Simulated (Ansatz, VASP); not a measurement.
One calculation of AlN, two programs

```
Al N
1.0
     0.00000   -2.03526   -2.03526
    -2.03526    0.00000   -2.03526
     2.03526    2.03526   -4.07053
Al N
2 2
Direct
  0.80444 0.71986 0.72633
  0.19556 0.28014 0.27367
  0.56192 0.40786 0.54989
  0.93808 0.09214 0.95011
```

Alike in both runs: task relaxation of cell and atoms; functional PBE; k mesh 12 × 12 × 8; occupations gaussian, width 0.05 eV; no spin polarisation.

|  | VASP | Ansatz |
| --- | --- | --- |
| version | VASP 6.6.1 | Ansatz 0.2.0 |
| potentials or method | VASP PAW PBE potentials, release 64 (Al, N), cutoff 600 eV | scalar-relativistic, plane waves, PAW |
| valence electrons in the cell | 16 | 16 |

|  | VASP | Ansatz | Ansatz less VASP |
| --- | --- | --- | --- |
| gap on the k mesh at the Fermi level, each at its own relaxed structure (eV) | 4.43 | 4.44 | +0.010 |
| relaxed volume (Å³/atom) | 8.42 | 8.43 | +0.013 |
| relaxed length of the cell vector where the two differ most in proportion (Å) | 2.877 | 2.878 | +0.0016 |
